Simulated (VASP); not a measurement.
The system is SnSe.

```
Sn Se
1.0
     0.00000    2.98489    2.98489
     2.98489    0.00000    2.98489
     2.98489    2.98489    0.00000
Sn Se
1 1
Direct
  0.00000 0.00000 0.00000
  0.50000 0.50000 0.50000
```

Program: VASP 6.6.1. Alike in all runs: task single point; no spin polarisation; cell as given; smearing gaussian 0.01 eV.

Task: Order these runs on this cell by their band gap on the k mesh, lowest first.
A. level PBEsol; potentials or basis VASP PAW PBE potentials, release 64 (Sn_d, Se); k mesh 6 × 6 × 6, shifted; cutoff (eV) 500
B. level LDA; potentials or basis VASP PAW LDA potentials, release 64 (Sn_d, Se); k mesh 6 × 6 × 6; cutoff (eV) 500
C. level HF; potentials or basis VASP PAW PBE potentials, release 64 (Sn_d, Se); k mesh 4 × 4 × 4; cutoff (eV) 400; grid for exact exchange (PRECFOCK) Normal; share of exact exchange 1

Result: A (0.58 eV), B (0.73 eV), C (1.95 eV).

Caveats: some runs use coarse meshes; spin-orbit coupling is left out, which moves the levels of the heavy elements; a shifted mesh leaves out Γ, where band edges can lie (at least some runs).

A k mesh can miss the band edges.
